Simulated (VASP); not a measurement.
# Sn (I4_1/amd) in VASP: further runs

Runs on Sn. Level: LDA. Tasks: single point.

Everything below comes from runs of VASP 6.6.1. Logs are shortened: lines on timing, memory, paths and dates and some standing lists are left out, and cuts for length are marked.

## (1) The cell of the first run

The structure is tetragonal, space group I4_1/amd (No. 141). The conventional cell has a = 5.812 Å, b = 5.812 Å, c = 3.171 Å, α = 90.00°, β = 90.00°, γ = 90.00°. Within 4.0 Å of Sn (site symmetry -4m2) lie 10 Sn at 3.01 to 3.76 Å.

## (2) Single point, LDA (26.78 Å³/atom)

INCAR

```
SYSTEM = Sn
PREC = Accurate
ENCUT = 520
EDIFF = 1E-6
ISMEAR = -1
SIGMA = 0.05
LREAL = .FALSE.
LASPH = .TRUE.
NELM = 80
ALGO = Normal
ISIF = 2
LWAVE = .FALSE.
LCHARG = .TRUE.
LELF = .TRUE.
LVHAR = .TRUE.
NBANDS = 21
```

KPOINTS

```
Automatic mesh
0
G
  15 15 15
  0 0 0
```

POSCAR

```
Sn
1.0
   -2.9060979205      2.9060979205      1.5853300606
    2.9060979205     -2.9060979205      1.5853300606
    2.9060979205      2.9060979205     -1.5853300606
Sn
2
Direct
    0.0000000000      0.0000000000      0.0000000000
    0.7500000000      0.2500000000      0.5000000000
```

Potentials or basis: VASP PAW LDA potentials, release 64 (Sn_d).

On the command line:

```bash
cat potpaw_LDA.64/Sn_d/POTCAR > POTCAR
mpirun -np 1 vasp_std > vasp.out
```

OUTCAR:

```text
SYSTEM = Sn
   PREC = Accurate
   ENCUT = 520
   EDIFF = 1E-6
   ISMEAR = -1
   LREAL = .FALSE.
   LASPH = .TRUE.
   NELM = 80
   ISIF = 2

 ion  position               nearest neighbor table
   1  0.000  0.000  0.000-   2 3.01   2 3.01   2 3.01   2 3.01   2 3.76   2 3.76   2 3.76   2 3.76

   2  0.750  0.250  0.500-   1 3.01   1 3.01   1 3.01   1 3.01   1 3.76   1 3.76   1 3.76   1 3.76

  LATTYP: Found a body centered tetragonal cell.
 ALAT       =     5.8121958410
 C/A-ratio  =     0.5455184594

  Lattice vectors:

 A1 = (  -2.9060979205,   2.9060979205,   1.5853300606)
 A2 = (   2.9060979205,  -2.9060979205,   1.5853300606)
 A3 = (   2.9060979205,   2.9060979205,  -1.5853300606)

Analysis of symmetry for initial positions (statically):
=====================================================================
 Subroutine PRICEL returns:
 Original cell was already a primitive cell.

 Routine SETGRP: Setting up the symmetry group for a
 body centered tetragonal supercell.

 Subroutine GETGRP returns: Found 16 space group operations
 (whereof  8 operations were pure point group operations)
 out of a pool of 16 trial point group operations.

The static configuration has the point symmetry D_2d.
 The point group associated with its full space group is D_4h.

Analysis of symmetry for dynamics (positions and initial velocities):
=====================================================================
 Subroutine PRICEL returns:
 Original cell was already a primitive cell.

 Routine SETGRP: Setting up the symmetry group for a
 body centered tetragonal supercell.

 Subroutine GETGRP returns: Found 16 space group operations
 (whereof  8 operations were pure point group operations)
 out of a pool of 16 trial point group operations.

The dynamic configuration has the point symmetry D_2d.
 The point group associated with its full space group is D_4h.

 Subroutine INISYM returns: Found 16 space group operations
 (whereof  8 operations are pure point group operations),
 and found     1 'primitive' translations

----------------------------------------------------------------------------------------

                                     Primitive cell

  volume of cell :      53.5550

  direct lattice vectors                    reciprocal lattice vectors
    -2.906097921  2.906097921  1.585330061     0.000000000  0.172052014  0.315391736
     2.906097921 -2.906097921  1.585330061     0.172052014  0.000000000  0.315391736
     2.906097921  2.906097921 -1.585330061     0.172052014  0.172052014  0.000000000

  length of vectors
     4.405006430  4.405006430  4.405006430     0.359268483  0.359268483  0.243318292

  position of ions in fractional coordinates (direct lattice)
     0.000000000  0.000000000  0.000000000
     0.750000000  0.250000000  0.500000000

  ion indices of the primitive-cell ions
   primitive index   ion index
                 1           1
                 2           2

----------------------------------------------------------------------------------------

 KPOINTS: Automatic mesh

Automatic generation of k-mesh.
 Grid dimensions read from file:
 generate k-points for:   15   15   15

 Generating k-lattice:

  Cartesian coordinates                     Fractional coordinates (reciprocal lattice)
     0.000000000  0.011470134  0.021026116     0.066666667  0.000000000 -0.000000000
     0.011470134  0.000000000  0.021026116     0.000000000  0.066666667 -0.000000000
     0.011470134  0.011470134  0.000000000     0.000000000  0.000000000  0.066666667

  Length of vectors
     0.023951232  0.023951232  0.016221219

  Shift w.r.t. Gamma in fractional coordinates (k-lattice)
     0.000000000  0.000000000  0.000000000

 Subroutine IBZKPT returns following result:
 ===========================================

 Found    288 irreducible k-points:

 Following reciprocal coordinates:
            Coordinates               Weight
  0.000000  0.000000  0.000000      1.000000
  0.066667  0.000000  0.000000      8.000000
  0.133333 -0.000000  0.000000      8.000000
  0.200000  0.000000 -0.000000      8.000000
  0.266667 -0.000000  0.000000      8.000000
  0.333333  0.000000 -0.000000      8.000000
[... 16 lines left out ...]
  0.133333  0.133333  0.000000      8.000000
  0.200000  0.133333 -0.000000     16.000000
 [... further k-points ...]
   k-points           NKPTS =    288   k-points in BZ     NKDIM =    288   number of bands    NBANDS=     21
   number of dos      NEDOS =    301   number of ions     NIONS =      2
   total plane-waves  NPLWV =  46656
   dimension x,y,z NGX =    36 NGY =   36 NGZ =   36
   dimension x,y,z NGXF=    72 NGYF=   72 NGZF=   72
   ions per type =               2
   NGX,Y,Z   is equivalent  to a cutoff of  13.59, 13.59, 13.59 a.u.
   NGXF,Y,Z  is equivalent  to a cutoff of  27.17, 27.17, 27.17 a.u.
 SYSTEM =  Sn
   PREC   = accura    normal or accurate (medium, high low for compatibility)
   ISTART =      0    job   : 0-new  1-cont  2-samecut
   ICHARG =      2    charge: 1-file 2-atom 10-const
   ISPIN  =      1    spin polarized calculation?
   LNONCOLLINEAR =      F non collinear calculations
   LSORBIT =      F    spin-orbit coupling
   LASPH  =      T    aspherical Exc in radial PAW
   ENCUT  =  520.0 eV  38.22 Ry    6.18 a.u.   8.19  8.19  8.19*2*pi/ulx,y,z
   NELM   =     80;   NELMIN=  2; NELMDL= -5     # of ELM steps
   EDIFF  = 0.1E-05   stopping-criterion for ELM
   LREAL  =      F    real-space projection
[... 7 lines left out ...]
   TEBEG  =    0.0;   TEEND  =   0.0 temperature during run
   PSTRESS=    0.0 pullay stress
   NELECT =      28.0000    total number of electrons
   NUPDOWN=      -1.0000    fix difference up-down
   EMIN   =  10.00;   EMAX   =-10.00  energy-range for DOS
   EFERMI =   0.00;   METHOD = LEGACY
   ISMEAR =    -1;   SIGMA  =   0.05  broadening in eV -4-tet -1-fermi 0-gaus
   EFERMI_NEDOS =   21; number of points for ismear=-14 and -15
   IALGO  =     38    algorithm
   IMIX   =      4    mixing-type and parameters
     AMIX     =   0.40;   BMIX     =  1.00
     AMIX_MAG =   1.60;   BMIX_MAG =  1.00
  volume/ion in A,a.u.               =      26.78       180.70
  Fermi-wavevector in a.u.,A,eV,Ry     =   1.318846  2.492258 23.665362  1.739355
  Thomas-Fermi vector in A             =   2.448787
   LORBIT       =      0    0 simple, 1 ext, 2 COOP (PROOUT), +10 PAW based schemes
   GGA     = CA    functional components
   LHFCALC =     F    Hartree Fock is set to
   AEXX    =    0.0000 exact exchange contribution
   IVDW    =     0    specifies the selected vdW correction
   LEPSILON=     F    determine dielectric tensor
   LRPA    =     F    only Hartree local field effects (RPA)
 non-spin polarized calculation
  energy-cutoff  :      520.00
  volume of cell :       53.56
 maximum number of plane-waves:      1463
 NGX is ok and might be reduce to    36
   NGX = 17   NGY = 17   NGZ = 17

 number of electron      28.0000008 magnetization

 Free energy of the ion-electron system (eV)
  ---------------------------------------------------
  ext. energy  EPLUGINS =         0.00000000
  ---------------------------------------------------
  free energy    TOTEN  =        -8.97691649 eV

  energy without entropy =       -8.96945273  energy(sigma->0) =       -8.97318461

 E-fermi :   7.8579     XC(G=0): -10.6097

 val. band max:        7.8521461959   @ k =  -0.1333  -0.2000   0.1333
 cond. band min:       7.8694739315   @ k =  -0.4000  -0.4000   0.2667
 fundamental gap:      0.0173277356
 Fermi energy:         7.8579193621

 k-point     1 :       0.0000    0.0000    0.0000
  band No.  band energies     occupation
      1     -13.7078      2.00000
      2     -13.6164      2.00000
      3     -13.5741      2.00000
      4     -13.5595      2.00000
      5     -13.4019      2.00000
      6     -13.4019      2.00000
[... 13 lines left out ...]
     20      17.8918      0.00000
     21      18.5499      0.00000

 k-point     2 :       0.0667    0.0000    0.0000
  band No.  band energies     occupation
      1     -13.7049      2.00000
      2     -13.6070      2.00000
      3     -13.5706      2.00000
      4     -13.5484      2.00000
      5     -13.4091      2.00000
      6     -13.4082      2.00000
[... 13 lines left out ...]
     20      17.6402      0.00000
     21      17.7702      0.00000

 k-point     3 :       0.1333   -0.0000    0.0000
  band No.  band energies     occupation
      1     -13.6960      2.00000
      2     -13.5813      2.00000
      3     -13.5608      2.00000
      4     -13.5198      2.00000
      5     -13.4254      2.00000
      6     -13.4176      2.00000
[... 13 lines left out ...]
     20      16.5446      0.00000
     21      16.6802      0.00000

 k-point     4 :       0.2000    0.0000   -0.0000
  band No.  band energies     occupation
      1     -13.6821      2.00000
      2     -13.5480      2.00000
      3     -13.5464      2.00000
      4     -13.4906      2.00000
      5     -13.4459      2.00000
      6     -13.4161      2.00000
[... 13 lines left out ...]
     20      15.6675      0.00000
     21      16.3761      0.00000

 k-point     5 :       0.2667   -0.0000    0.0000
  band No.  band energies     occupation
      1     -13.6658      2.00000
      2     -13.5312      2.00000
      3     -13.5222      2.00000
      4     -13.4858      2.00000
      5     -13.4652      2.00000
      6     -13.4208      2.00000
[... 13 lines left out ...]
     20      15.0229      0.00000
     21      16.7348      0.00000

 k-point     6 :       0.3333    0.0000   -0.0000
  band No.  band energies     occupation
      1     -13.6504      2.00000
      2     -13.5235      2.00000
      3     -13.5132      2.00000
      4     -13.5009      2.00000
      5     -13.4740      2.00000
      6     -13.4348      2.00000
[... 13 lines left out ...]
     20      14.6276      0.00000
     21      17.4216      0.00000

 k-point     7 :       0.4000    0.0000   -0.0000
  band No.  band energies     occupation
      1     -13.6377      2.00000
      2     -13.5320      2.00000
      3     -13.5281      2.00000
      4     -13.4991      2.00000
      5     -13.4678      2.00000
      6     -13.4461      2.00000
[... 13 lines left out ...]
     20      15.8000      0.00000
     21      18.2249      0.00000
[... 291 lines left out ...]
      1     -13.6856      2.00000
      2     -13.5842      2.00000
      3     -13.5520      2.00000
      4     -13.5295      2.00000
      5     -13.4246      2.00000
      6     -13.4099      2.00000
[... 13 lines left out ...]
     20      16.6563      0.00000
     21      16.9245      0.00000

 k-point    21 :      -0.1333    0.0667   -0.0000
  band No.  band energies     occupation
      1     -13.6973      2.00000
      2     -13.6085      2.00000
      3     -13.5642      2.00000
      4     -13.5537      2.00000
      5     -13.4107      2.00000
      6     -13.4034      2.00000
[... 13 lines left out ...]
     20      17.7029      0.00000
     21      17.9107      0.00000

 k-point    22 :      -0.0667    0.0667    0.0000
  band No.  band energies     occupation
      1     -13.7039      2.00000
      2     -13.6171      2.00000
      3     -13.5708      2.00000
      4     -13.5620      2.00000
      5     -13.4038      2.00000
      6     -13.3997      2.00000
[... 13 lines left out ...]
     20      18.1440      0.00000
     21      18.4788      0.00000

 k-point    23 :       0.1333    0.1333    0.0000
  band No.  band energies     occupation
      1     -13.6761      2.00000
      2     -13.5383      2.00000
      3     -13.5187      2.00000
      4     -13.4683      2.00000
      5     -13.4507      2.00000
      6     -13.4374      2.00000
[... 13 lines left out ...]
     20      15.3748      0.00000
     21      15.6605      0.00000

 k-point    24 :       0.2000    0.1333   -0.0000
  band No.  band energies     occupation
      1     -13.6632      2.00000
      2     -13.5252      2.00000
      3     -13.5189      2.00000
      4     -13.4709      2.00000
      5     -13.4648      2.00000
      6     -13.4461      2.00000
[... 13 lines left out ...]
     20      15.1049      0.00000
     21      16.0044      0.00000

 [... further k-points ...]

------------------------ aborting loop because EDIFF is reached ----------------------------------------

  FORCE on cell =-STRESS in cart. coord.  units (eV):
  Direction    XX          YY          ZZ          XY          YZ          ZX
  --------------------------------------------------------------------------------------
  -------------------------------------------------------------------------------------
  Total       -0.3162688     -0.3162688     -0.6406892      0.0000000      0.0000000      0.0000000
  in kB       -9.4616481     -9.4616481    -19.1671631      0.0000000      0.0000000      0.0000000
  external PRESSURE =     -12.6968198 kB  Pullay stress =       0.0000000 kB

 VOLUME and BASIS-vectors are now :
 -----------------------------------------------------------------------------
  energy-cutoff  :      520.00
  volume of cell :       53.56
      direct lattice vectors                 reciprocal lattice vectors
    -2.906097921  2.906097921  1.585330061     0.000000000  0.172052014  0.315391736
     2.906097921 -2.906097921  1.585330061     0.172052014  0.000000000  0.315391736
     2.906097921  2.906097921 -1.585330061     0.172052014  0.172052014  0.000000000

 POSITION                                       TOTAL-FORCE (eV/Angst)
 -----------------------------------------------------------------------------------
      0.00000      0.00000      0.00000         0.000000     -0.000000      0.000000
      0.00000      2.90610      0.79267        -0.000000      0.000000     -0.000000
 -----------------------------------------------------------------------------------
    total drift:                               -0.000000      0.000000     -0.000000

  FREE ENERGIE OF THE ION-ELECTRON SYSTEM (eV)
  ---------------------------------------------------
  free  energy   TOTEN  =        -8.9769164864 eV

  energy  without entropy=       -8.9694527273  energy(sigma->0) =       -8.97318461
```

Wall time 5.1 min (1 thread of Intel Xeon 8259CL, shared host); peak memory 0.36 GiB.

What came out:

```yaml
Free_energy: -8.9769 eV
Pressure: -1.3 GPa
Band_gap_on_the_k_mesh: zero (bands 14 and 15 overlap by 4.33 eV)
```

Stress tensor (GPa, compression positive):
```
-0.95  0.00  0.00
 0.00 -0.95  0.00
 0.00  0.00 -1.92
```

Levels at points of the mesh, in eV from the Fermi level:
| k point | band 11 | band 12 | band 13 | band 14 | band 15 | band 16 | band 17 | band 18 |
| --- | --- | --- | --- | --- | --- | --- | --- | --- |
| (0.00, 0.00, 0.00) | -11.24 | -3.67 | -1.99 | -1.99 | 3.07 | 6.24 | 6.24 | 6.84 |

Caveat: spin-orbit coupling is left out, which moves the levels of the heavy elements.

## (3) Single point, LDA (27.32 Å³/atom)

This run uses another cell than the first one, of 27.32 Å³/atom.

INCAR

```
SYSTEM = Sn
PREC = Accurate ; ENCUT = 520
EDIFF = 1E-7 ; ISMEAR = -1
SIGMA = 0.05 ; LREAL = .FALSE.
LASPH = .TRUE. ; NELM = 100
ALGO = Normal ; ISIF = 2
LWAVE = .FALSE. ; LCHARG = .FALSE.
NBANDS = 21
```

KPOINTS

```
regular mesh
0
G
  15 15 15
  0 0 0
```

POSCAR

```
Sn
1.0
   -2.9255372805      2.9255372805      1.5959345903
    2.9255372805     -2.9255372805      1.5959345903
    2.9255372805      2.9255372805     -1.5959345903
Sn
2
Direct
    0.0000000000      0.0000000000      0.0000000000
    0.7500000000      0.2500000000      0.5000000000
```

Potentials or basis: VASP PAW LDA potentials, release 64 (Sn_d).

On the command line:

```bash
cat potpaw_LDA.64/Sn_d/POTCAR > POTCAR
mpirun -np 1 vasp_std > vasp.out
```

Run time: 5.3 min. Hardware: 1 thread of Intel Xeon 8259CL, shared host; peak memory 0.37 GiB.

It converged, with:

- Free energy: -8.9653 eV
- Pressure: -2.3 GPa
- Band gap on the k mesh: zero (bands 14 and 15 overlap by 4.22 eV)

Stress tensor (GPa, compression positive):
```
-2.00  0.00  0.00
 0.00 -2.00  0.00
 0.00  0.00 -2.93
```

Levels at points of the mesh, in eV from the Fermi level:
```tsv
k point	band 10	band 11	band 12	band 13	band 14	band 15	band 16	band 17	band 18	band 19
(0.00, 0.00, 0.00)	-21.04	-11.09	-3.73	-1.94	-1.94	3.10	6.15	6.15	6.71	6.79
```

Caveat: spin-orbit coupling is left out, which moves the levels of the heavy elements.

## (4) Single point, LDA (27.59 Å³/atom)

This run uses another cell than the first one, of 27.59 Å³/atom.

INCAR

```
  PREC = Accurate
  ENCUT = 520
  EDIFF = 1E-6
  ISMEAR = -1
  SIGMA = 0.05
  LREAL = False
  LASPH = True
  NELM = 60
  ALGO = Normal
  ISIF = 2
  LWAVE = False
  LCHARG = True
  GGA = CA
  LELF = True
  LVHAR = True
  NBANDS = 21
```

KPOINTS

```
regular mesh
0
Gamma
  15 15 15
```

POSCAR

```
Sn
1.0
   -2.9351608277      2.9351608277      1.6011844130
    2.9351608277     -2.9351608277      1.6011844130
    2.9351608277      2.9351608277     -1.6011844130
Sn
2
Direct
    0.0000000000      0.0000000000      0.0000000000
    0.7500000000      0.2500000000      0.5000000000
```

On the command line:

```bash
cat potpaw_LDA.64/Sn_d/POTCAR > POTCAR
mpirun -np 1 vasp_std > vasp.out
```

Wall time 5.1 min (1 thread of Intel Xeon 8259CL, shared host); peak memory 0.37 GiB.

Results (log left out):

- Free energy: -8.9569 eV
- Pressure: -2.8 GPa
- Band gap on the k mesh: zero (bands 14 and 15 overlap by 4.17 eV)

Stress tensor (GPa, compression positive):
```
-2.47  0.00  0.00
 0.00 -2.47  0.00
 0.00  0.00 -3.36
```

Levels at points of the mesh, in eV from the Fermi level:
```
           k point  band 12  band 13  band 14  band 15  band 16  band 17
(0.00, 0.00, 0.00)    -3.75    -1.91    -1.91     3.12     6.10     6.10
```

Caveat: spin-orbit coupling is left out, which moves the levels of the heavy elements.

## (5) Summary

```tsv
cell	gap on the mesh (eV)	pressure (GPa)
a = 4.405 Å, angles 97.4, 97.4, 137.8°, 2 atoms	none	-1.3
a = 4.434 Å, angles 97.4, 97.4, 137.8°, 2 atoms	none	-2.3
a = 4.449 Å, angles 97.4, 97.4, 137.8°, 2 atoms	none	-2.8
```

Alike in all rows: task single point; level LDA; potentials or basis VASP PAW LDA potentials, release 64 (Sn_d); no spin polarisation; k mesh 15 × 15 × 15; cutoff (eV) 520; smearing fermi-dirac 0.05 eV.

Caveats: spin-orbit coupling is left out, which moves the levels of the heavy elements.

Absolute energies hang on the potentials; compare differences alone.
